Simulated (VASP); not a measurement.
A run of VASP 6.6.1 is set up as follows.

Contents of INCAR:

```
SYSTEM = C21O
ALGO = Normal ; DIPOL = 0.5 0.5 0.295
EDIFF = 1E-6 ; ENCUT = 520
GGA = PE ; IDIPOL = 3
ISIF = 2 ; ISMEAR = 0
IVDW = 12 ; LASPH = .True.
LCHARG = .True. ; LDIPOL = .True.
LELF = .True. ; LREAL = Auto
LVACPOTAV = .True. ; LVHAR = .True.
LWAVE = .False. ; NBANDS = 62
NELM = 60 ; PREC = Accurate
SIGMA = 0.05
```

File KPOINTS:

```
k-points
0
Gamma
  5 8 1
  0 0 0
```

POSCAR

```
C21O
1.0
    5.0304222913      0.0000000000      0.0000000000
    0.0000000000      3.5570457144      0.0000000000
    0.0000000000      0.0000000000     23.8251416051
C O
21 1
Direct
    0.2500000000      0.0000000000      0.1678898731
    0.7500000000      0.0000000000      0.1678898731
    0.0000000000      0.2500000000      0.1678898731
    0.5000000000      0.2500000000      0.1678898731
    0.0000000000      0.5000000000      0.2206746831
    0.5000000000      0.5000000000      0.2206746831
    0.2500000000      0.7500000000      0.2206746831
    0.7500000000      0.7500000000      0.2206746831
    0.2500000000      0.0023818432      0.2733210081
    0.7500000000      0.0023818432      0.2733210081
    0.0000000000      0.2476181568      0.2733210081
    0.5000000000      0.2476181568      0.2733210081
    0.0000000000      0.5094747646      0.3275705903
    0.5000000000      0.5094747646      0.3275705903
    0.2500000000      0.7405252354      0.3275705903
    0.7500000000      0.7405252354      0.3275705903
    0.2500000000      0.0286707501      0.3725115994
    0.7500000000      0.0286707501      0.3725115994
    0.0000000000      0.2213292499      0.3725115994
    0.5000000000      0.2213292499      0.3725115994
    0.5000000000      0.7786707501      0.5425000959
    0.5000000000      0.7786707501      0.4942317574
```

Potentials or basis: VASP PAW PBE potentials, release 64 (C, O).

Command:

```bash
$ cat potpaw_PBE.64/C/POTCAR potpaw_PBE.64/O/POTCAR > POTCAR
$ mpirun -np 1 vasp_std > vasp.out
```

Problem. Estimate the band gap on the k mesh.

Solution. Zero (bands 45 and 46 overlap by 0.03 eV).

Problem. What does it give for the dispersion energy per atom?

Solution. -0.142 eV.

Problem. What does it give for the largest force?

Solution. 4.364 eV/Å.

Forces in eV/Å, atoms in the order of the input:
```
C   -0.001  4.260  0.938
C    0.001  4.260  0.938
C    0.000 -4.258  0.942
C    0.000 -4.262  0.937
C    0.000  1.060 -0.975
C    0.000  1.065 -0.961
C   -0.001 -1.064 -0.969
C    0.001 -1.064 -0.969
C    0.000 -0.007  0.009
C    0.000 -0.007  0.009
C    0.000  0.009  0.021
C    0.000  0.010 -0.005
C    0.000  0.011 -0.032
C    0.000 -0.013 -0.001
C    0.005 -0.007 -0.008
C   -0.005 -0.007 -0.008
C   -0.006  0.020  0.000
C    0.006  0.020  0.000
C    0.000  0.007  0.073
C    0.000  0.010  0.008
C    0.000  0.004 -0.706
O    0.000 -0.045  0.759
```
